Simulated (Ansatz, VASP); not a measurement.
# Ru in VASP and in Ansatz

```
CELL_PARAMETERS angstrom
0.00000 2.67814 2.67814
2.67814 0.00000 2.67814
2.67814 2.67814 0.00000
ATOMIC_POSITIONS crystal
Ru 0.87500 0.87500 0.87500
Ru 0.12500 0.12500 0.12500
```

Alike in both runs: task single point; functional LDA; k mesh 13 × 13 × 13; occupations fermi-dirac, width 0.1 eV; no spin polarisation.

|  | VASP | Ansatz |
| --- | --- | --- |
| version | VASP 6.6.1 | Ansatz 0.2.0 |
| potentials or method | VASP PAW LDA potentials, release 64 (Ru_pv), cutoff 520 eV | all-electron LAPW, scalar-relativistic |

VASP gave:

* pressure (GPa): 0.9

Q: Which values does Ansatz return?

A: Pressure (GPa): 0.2.

LDA's correlation is that of Perdew and Zunger in VASP and of Perdew and Wang (1992) in Ansatz. Ansatz ran all-electron here, and VASP with PAW potentials.
